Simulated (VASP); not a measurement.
Si2Mo, 3 atoms in the cell. The structure is tetragonal, space group I4/mmm (No. 139). Conventional cell: a = 3.200 Å, b = 3.200 Å, c = 7.861 Å, α = 90.00°, β = 90.00°, γ = 90.00°. Within 3.4 Å of Si (site symmetry 4mm) lie 9 Si at 2.61 to 3.20 Å and 5 Mo at 2.62 Å. Mo (site symmetry 4/mmm) has 10 Si at 2.62 Å and 4 Mo at 3.20 Å within 3.5 Å. 

```yaml
Program: VASP 6.6.1
Task: relaxation of cell and atoms
Functional: PBE
Potentials_or_basis: VASP PAW PBE potentials, release 64 (Si, Mo_sv)
Cutoff: 600 eV
k_mesh: 10 × 10 × 10
Occupations: fermi-dirac, width 0.1 eV
Spin: no spin polarisation
Dipole_correction: no
Further_INCAR_settings: ALGO = Normal; EDIFF = 1e-06; IBRION = 2; EDIFFG = -0.01; NSW = 80; ISIF = 3
```

Potentials or basis: VASP PAW PBE potentials, release 64 (Si, Mo_sv).

The run is started by

```sh
$ cat potpaw_PBE.64/Si/POTCAR potpaw_PBE.64/Mo_sv/POTCAR > POTCAR
$ mpirun -np 1 vasp_std > vasp.out
```

Hardware: 1 thread of Intel(R) Xeon(R) 6975P-C (Granite Rapids) (shared host).

Task: Estimate the wall time of this run.

Result: Wall time 2.1 min on 1 thread of Intel(R) Xeon(R) 6975P-C (Granite Rapids), with other jobs on the host, peak memory 0.26 GiB. Counts: scf iterations 45, k points 102, ion steps 6.
